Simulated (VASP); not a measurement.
Crystal: Be2Se.

```
CELL_PARAMETERS angstrom
5.00519 0.00000 0.00000
0.00000 5.15760 0.00000
0.00000 0.00000 3.36888
ATOMIC_POSITIONS crystal
Be 0.22500 0.82500 0.50000
Be 0.72500 0.67500 0.00000
Be 0.77500 0.17500 0.50000
Be 0.27500 0.32500 0.00000
Se 0.50000 0.50000 0.50000
Se 0.00000 0.00000 0.00000
```

| Item | Value |
| --- | --- |
| Program | VASP 6.6.1 |
| Task | relaxation of cell and atoms |
| Functional | PBE |
| Potentials or basis | VASP PAW PBE potentials, release 64 (Be, Se) |
| Cutoff | 600 eV |
| k mesh | 4 × 4 × 6 |
| Occupations | gaussian, width 0.1 eV |
| Spin | no spin polarisation |

At the start: pressure 8.9 GPa; volume 14.49 Å³/atom.

Problem. Where does the relaxation end?

Solution. Over 38 steps the energy falls by 471.3 meV/atom and the volume is 15.67 Å³/atom (+8.1 %); space group Pnnm (No. 58, to 0.05 Å).

The path:
```csv
step,energy change (eV),largest force (eV/Å),pressure (GPa),volume (Å³)
1,0.0000,0.6148,8.86,86.97
2,-0.3877,0.5164,0.32,97.44
3,-0.4065,0.4831,-1.81,101.29
4,-0.5528,0.5376,-2.21,101.33
5,-0.9610,0.5789,-3.28,100.94
6,-1.1617,0.1952,-4.67,97.99
7,-1.1786,0.4028,-4.34,99.21
8,-1.2939,0.4042,-3.67,96.58
9,-1.5708,0.2565,-1.14,88.72
10,-0.9233,1.2512,12.73,73.17
11,-1.5860,0.3350,0.89,85.59
12,-1.5874,0.3408,1.51,84.55
13,-1.6602,0.2278,0.29,85.25
14,-1.7029,0.1132,-0.77,86.24
15,-1.7136,0.1510,-1.09,86.62
16,-1.7467,0.2654,-1.15,87.36
17,-1.8381,0.4158,-0.87,88.70
18,-1.7951,0.6431,2.89,90.89
19,-1.8625,0.4816,-0.23,89.35
20,-1.9669,0.5613,1.08,89.85
21,-1.7575,1.1070,7.08,90.89
22,-2.0060,0.6154,2.27,90.19
23,-2.0074,0.6367,2.64,90.28
24,-2.1096,0.6310,1.84,92.44
25,-2.2840,0.5745,-0.22,98.93
26,-2.2926,0.5506,-0.96,101.19
27,-2.4566,0.3698,-2.67,101.87
28,-2.5540,0.4416,-4.23,102.50
29,-2.7063,0.3963,-2.48,97.82
30,-2.7670,0.3536,-0.17,93.55
31,-2.7676,0.3476,0.20,92.94
32,-2.7917,0.2139,0.51,92.80
33,-2.8017,0.1931,0.91,92.62
34,-2.8144,0.1404,0.10,93.92
35,-2.8184,0.0949,-0.62,95.13
36,-2.8245,0.0569,-0.32,94.64
37,-2.8268,0.0644,0.03,94.12
38,-2.8281,0.0200,0.18,94.03
```

Final structure:
```xyz
6
Lattice="4.6618 0.0000 0.0000 0.0000 5.7231 0.0000 0.0000 0.0000 3.5243" Properties=species:S:1:pos:R:3 pbc="T T T"
Be    1.4883    5.1367    1.7621
Be    3.8192    3.4479    0.0000
Be    3.1735    0.5864    1.7621
Be    0.8426    2.2752    0.0000
Se    2.3309    2.8616    1.7621
Se    0.0000    0.0000    0.0000
```
